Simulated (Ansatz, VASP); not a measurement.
**Zr in VASP and in Ansatz**

```
Zr
1.0
    -1.77758    1.77758    1.77758
     1.77758   -1.77758    1.77758
     1.77758    1.77758   -1.77758
Zr
1
Direct
  0.00000 0.00000 0.00000
```

Alike in both runs: task relaxation of cell and atoms; functional PBEsol; k mesh 17 × 17 × 17; occupations fermi-dirac, width 0.05 eV; no spin polarisation.

|  | VASP | Ansatz |
| --- | --- | --- |
| version | VASP 6.6.1 | Ansatz 0.2.0 |
| potentials or method | VASP PAW PBE potentials, release 64 (Zr_sv) | PAW with Ansatz's default frozen-core files, scalar-relativistic |
| plane-wave cutoff (eV) | 600 | 420 |
| valence electrons in the cell | 12 | 12 |

|  | VASP | Ansatz | Ansatz less VASP |
| --- | --- | --- | --- |
| relaxed volume (Å³/atom) | 21.83 | 21.81 | -0.025 |
| relaxed cell length with the largest relative difference (Å) | 3.049 | 3.048 | -0.0012 |

VASP's potentials were made for PBE, not for PBEsol.
